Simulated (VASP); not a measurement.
**WSe: single point with RPBE**

Crystal: WSe.

```
W Se
1.0
     0.00000    2.61532    2.61532
     2.61532    0.00000    2.61532
     2.61532    2.61532    0.00000
W Se
1 1
Direct
  0.00000 0.00000 0.00000
  0.50000 0.50000 0.50000
```

```json
{
 "Program": "VASP 6.6.1",
 "Task": "single point",
 "Functional": "RPBE",
 "Potentials or basis": "VASP PAW PBE potentials, release 64 (W_sv, Se)",
 "Cutoff": "520 eV",
 "k mesh": "18 × 18 × 18",
 "Occupations": "gaussian, width 0.1 eV",
 "Spin": "no spin polarisation",
 "Dipole correction": "no",
 "Further INCAR settings": "ALGO = Normal; EDIFF = 1e-06; NBANDS = 17"
}
```

```json
{"Pressure": "2.8 GPa", "Band gap on the k mesh": "zero (bands 10 and 11 overlap by 2.61 eV)"}
```

Levels at points of the mesh, in eV from the Fermi level:
| k point | band 7 | band 8 | band 9 | band 10 | band 11 | band 12 | band 13 | band 14 |
| --- | --- | --- | --- | --- | --- | --- | --- | --- |
| (0.00, 0.00, 0.00) | -2.71 | -2.71 | -2.17 | -2.17 | -2.17 | -1.67 | -1.67 | 1.39 |
| (0.50, 0.00, 0.00) | -6.01 | -6.01 | 0.06 | 0.06 | 0.44 | 1.99 | 5.29 | 5.29 |
| (0.50, 0.50, 0.00) | -4.31 | -4.31 | -3.94 | -0.67 | 0.19 | 0.80 | 0.80 | 2.22 |

Run time: 3.1 min on 1 thread of Intel Xeon 8259CL, on a shared host, peak memory 0.25 GiB.

Caveat: the PAW data sets were made with another functional, which shifts forces and pressure a little; spin-orbit coupling is left out, which moves the levels of the heavy elements.
